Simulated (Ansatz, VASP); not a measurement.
Given: the input of a run of Ansatz 0.2.0 on GaN.

The input input.yaml:

```yaml
crystal:
  lattice:
    - [0.0, 2.283155332, 2.283155332]
    - [2.283155332, 0.0, 2.283155332]
    - [2.283155332, 2.283155332, 0.0]
  atoms:
    - { symbol: Ga, position: [0.0, 0.0, 0.0] }
    - { symbol: "N", position: [0.25, 0.25, 0.25] }
hamiltonian:
  xc: blyp
  pseudopotentials: { kind: paw }
kpoints:
  mp_grid: { grid: [10, 10, 10] }
scf:
  occupations: { method: fermi_dirac, width: 0.05 }
output:
  forces: true
  stress: true
  eigenvalues: true
```

Potentials or basis: Ansatz PAW.

Launch:

```sh
$ ansatz run input.yaml --threads 2 --pin off --max-ram 5120MiB --backend cpu --events-out ev --progress --plain --runs-dir out
```

Problem. Set up the same calculation for VASP 6.6.1. Potentials there: VASP PAW PBE potentials, release 64 (Ga_d, N).

Solution. As run (the cutoff follows the program's own potentials):

File INCAR:

```
PREC = Accurate
ENCUT = 520
EDIFF = 1E-6
ISMEAR = -1
SIGMA = 0.05
LREAL = False
LASPH = True
NELM = 100
ALGO = Normal
ISIF = 2
LWAVE = False
LCHARG = False
GGA = B5
ALDAX = 1.0
AGGAX = 1.0
AGGAC = 1.0
ALDAC = 0.0
NBANDS = 16
```

The input KPOINTS:

```
Automatic mesh
0
Gamma
  10 10 10
```

The input POSCAR:

```
GaN
1.0
    0.0000000000      2.2831553320      2.2831553320
    2.2831553320      0.0000000000      2.2831553320
    2.2831553320      2.2831553320      0.0000000000
Ga N
1 1
Direct
    0.0000000000      0.0000000000      0.0000000000
    0.2500000000      0.2500000000      0.2500000000
```

Potentials or basis: VASP PAW PBE potentials, release 64 (Ga_d, N).

The run is started by

```bash
$ cat potpaw_PBE.64/Ga_d/POTCAR potpaw_PBE.64/N/POTCAR > POTCAR
$ mpirun -np 1 vasp_std > vasp.out
```

Both were run:

|  | VASP | Ansatz | Ansatz less VASP |
| --- | --- | --- | --- |
| gap on the k mesh at the Fermi level (eV) | 1.55 | 1.56 | +0.008 |
| least direct gap on the mesh (eV) | 1.55 | 1.56 | +0.008 |
| pressure (GPa) | 4.6 | 3.3 | -1.28 |

VASP's potentials were made for PBE, not for BLYP.
